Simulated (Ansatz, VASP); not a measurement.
# Bi in VASP and in Ansatz

```
CELL_PARAMETERS angstrom
0.00000 2.55588 2.55588
2.55588 0.00000 2.55588
2.55588 2.55588 0.00000
ATOMIC_POSITIONS crystal
Bi 0.00000 0.00000 0.00000
```

Change from the starting cell: volume scaled by 1.05, PAW files.

Alike in both runs: task electric field gradients; functional PBE; k mesh 16 × 16 × 16; occupations fermi-dirac, width 0.05 eV; no spin polarisation.

|  | VASP | Ansatz |
| --- | --- | --- |
| version | VASP 6.6.1 | Ansatz 0.2.0 |
| potentials or method | VASP PAW PBE potentials, release 64 (Bi_d) | PAW with Ansatz's default frozen-core files, scalar-relativistic |
| plane-wave cutoff (eV) | 520 | 420 |
| valence electrons in the cell | 15 | 15 |

|  | VASP | Ansatz | Ansatz less VASP |
| --- | --- | --- | --- |
| pressure (GPa) | -2.3 | -2.3 | +0.05 |

Neither program's run includes spin-orbit coupling.
